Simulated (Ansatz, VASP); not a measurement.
# TiC: VASP beside Ansatz

```
CELL_PARAMETERS angstrom
3.04209 0.00000 0.00000
-1.52104 2.63452 0.00000
0.00000 0.00000 2.69797
ATOMIC_POSITIONS crystal
Ti 0.00000 0.00000 0.50000
C 0.33333 0.66667 0.00000
```

Alike in both runs: functional LDA; k mesh 10 × 10 × 10; occupations fermi-dirac, width 0.05 eV; no spin polarisation; Hubbard terms Ti d U = 3.0 eV.

|  | VASP | Ansatz |
| --- | --- | --- |
| version | VASP 6.6.1 | Ansatz 0.2.0 |
| potentials or method | VASP PAW LDA potentials, release 64 (Ti_sv, C) | Ansatz PAW |
| plane-wave cutoff (eV) | 520 | 420 |
| valence electrons in the cell | 16 | 16 |
| task | single point | band structure |

|  | VASP | Ansatz | Ansatz less VASP |
| --- | --- | --- | --- |
| gap on the k mesh at the Fermi level (eV) | none | none | - |
| pressure (GPa) | -3.4 | -7.7 | -4.30 |
| traceless stress, the component that is largest in VASP (GPa) | 0.11 | -0.75 | -0.857 |

LDA's correlation is that of Perdew and Zunger in VASP and of Perdew and Wang (1992) in Ansatz. The programs project onto different local orbitals, so the same U acts differently, and such runs can settle in different states. A gap of «none» marks a metal or a gap that the smearing closes.
